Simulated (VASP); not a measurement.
Here is a VASP 6.6.1 calculation.

The input INCAR:

```
SYSTEM = Y
ALGO = Normal
EDIFF = 1E-6
ENCUT = 520
GGA = PE
ISIF = 2
ISMEAR = -1
LASPH = .TRUE.
LCHARG = .FALSE.
LREAL = .FALSE.
LWAVE = .FALSE.
NBANDS = 12
NELM = 80
PREC = Accurate
SIGMA = 0.1
```

File KPOINTS:

```
k-points
0
G
  7 7 7
  0 0 0
```

The input POSCAR:

```
Y
1.0
    3.1148077411      0.0000000000      0.0000000000
    0.0000000000      3.1148077411      0.0000000000
    0.0000000000      0.0000000000      3.1148077411
Y
1
Direct
    0.0000000000      0.0000000000      0.0000000000
```

Potentials or basis: VASP PAW PBE potentials, release 64 (Y_sv).

The run is started by

```sh
$ cat potpaw_PBE.64/Y_sv/POTCAR > POTCAR
$ mpirun -np 1 vasp_std > vasp.out
```

(1) Predict the band gap on the k mesh.

(2) Predict the pressure.

Answers

(1) zero (an odd number of electrons rules out a gap without spin polarisation).

(2) 5.0 GPa.

Caveat: the cell stands under pressure.
